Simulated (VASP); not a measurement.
Here is a VASP 6.6.1 calculation.

The input INCAR:

```
SYSTEM = O
PREC     = Accurate       ! precision mode
ENCUT    = 520            ! plane-wave cutoff, eV
EDIFF    = 1E-6           ! SCF threshold, eV
ISMEAR   = 0              ! smearing method
SIGMA    = 0.1            ! smearing width, eV
LREAL    = .FALSE.        ! projectors in reciprocal space
LASPH    = .TRUE.         ! aspherical terms in the spheres
NELM     = 60             ! most SCF steps
ALGO     = Normal         ! electronic algorithm
ISIF     = 2              ! what is computed and relaxed
LWAVE    = .FALSE.        ! write WAVECAR
LCHARG   = .FALSE.        ! write CHGCAR
GGA      = PS             ! functional
NBANDS   = 9              ! bands
```

KPOINTS

```
regular mesh
0
G
  12 22 8
  0 0 0
```

Contents of POSCAR:

```
O
1.0
    3.1572347172     -0.0338046290     -0.0303065310
   -0.0166023967      1.6069052327      0.0013075148
   -1.0971853839      0.0152215197      4.9454379220
O
1
Direct
    0.0000000000      0.5000000000      0.5000000000
```

Potentials or basis: VASP PAW PBE potentials, release 64 (O).

Launch:

```bash
$ cat potpaw_PBE.64/O/POTCAR > POTCAR
$ mpirun -np 1 vasp_std > vasp.out
```

Question: What does it give for the pressure?

Answer: -6.0 GPa.

Question: Predict the band gap on the k mesh.

Answer: Zero (bands 3 and 4 overlap by 1.85 eV).

Stress tensor (GPa, compression positive):
```
 -0.03   0.20   0.00
  0.20 -17.72  -0.01
  0.00  -0.01  -0.19
```

Caveat: the cell differs from its parent crystal (the cell strained at random); the stress differs along the axes, from -18 to -0 GPa; the PAW data sets were made with another functional, which shifts forces and pressure a little.
